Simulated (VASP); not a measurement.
# Ga: single point with PBEsol

The system is Ga.

```
CELL_PARAMETERS angstrom
1.45000 -4.06500 0.00000
1.45000 4.06500 0.00000
0.00000 0.00000 3.17000
ATOMIC_POSITIONS crystal
Ga 0.86298 0.13702 0.91669
Ga 0.13702 0.86298 0.74998
```

```json
{
 "Program": "VASP 6.6.1",
 "Task": "single point",
 "Functional": "PBEsol",
 "Potentials or basis": "VASP PAW PBE potentials, release 64 (Ga_d)",
 "Cutoff": "400 eV",
 "k mesh": "8 × 8 × 7",
 "Occupations": "fermi-dirac, width 0.05 eV",
 "Spin": "no spin polarisation"
}
```

```json
{
  "Pressure": "7.9 GPa",
  "Largest force": "0.699 eV/Å",
  "Band gap on the k mesh": "zero (band 13 reaches 10.27 eV, above the bottom of band 14 at 3.47 eV)"
}
```

Forces on the atoms (eV/Å):
```
Ga   0.000 -0.013  0.699
Ga   0.000  0.013 -0.699
```

Stress tensor (GPa, compression positive):
```
 5.93  0.00  0.00
 0.00 21.12  0.00
 0.00  0.00 -3.31
```

Levels at points of the mesh, in eV from the Fermi level:
```csv
k point,band 11,band 12,band 13,band 14,band 15,band 16
"(0.00, 0.00, 0.00)",-11.45,-2.68,-1.20,3.67,5.53,7.34
"(0.50, 0.00, 0.00)",-6.80,-5.78,-2.16,-0.15,6.93,7.12
"(0.50, 0.50, 0.00)",-9.68,-8.56,4.89,5.36,5.37,8.89
```

Wall time 25 s on 1 thread of Intel(R) Xeon(R) 6975P-C (Granite Rapids), with other jobs on the host, peak memory 0.18 GiB.

Caveat: the PAW data sets were made with another functional, which shifts forces and pressure a little.
